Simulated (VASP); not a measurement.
A run of VASP 6.6.1:

Contents of INCAR:

```
SYSTEM = TiC
PREC = Accurate
ENCUT = 520
EDIFF = 1E-7
ISMEAR = -1
SIGMA = 0.1
LREAL = .False.
LASPH = .True.
NELM = 100
ALGO = Normal
ISIF = 2
LWAVE = .False.
LCHARG = .False.
GGA = PS
NBANDS = 15
```

Contents of KPOINTS:

```
regular mesh
0
Gamma
  13 13 13
  0 0 0
```

Contents of POSCAR:

```
TiC
1.0
    0.0000000000      2.1593000000      2.1593000000
    2.1593000000      0.0000000000      2.1593000000
    2.1593000000      2.1593000000      0.0000000000
Ti C
1 1
Direct
    0.0000000000      0.0000000000      0.0000000000
    0.4976844348      0.4976844348      0.5023155652
```

Potentials or basis: VASP PAW PBE potentials, release 64 (Ti_sv, C).

Command:

```bash
$ cat potpaw_PBE.64/Ti_sv/POTCAR potpaw_PBE.64/C/POTCAR > POTCAR
$ mpirun -np 1 vasp_std > vasp.out
```

Hardware: 1 thread of AMD EPYC 7R43 64-Core Processor (Zen 3) (shared host).

Q: How long does it take, and how much memory?

A: It took 54 s on 1 thread of AMD EPYC 7R43 64-Core Processor (Zen 3), with other jobs on the host, peak memory 0.15 GiB. Counts: scf iterations 14, k points 196.
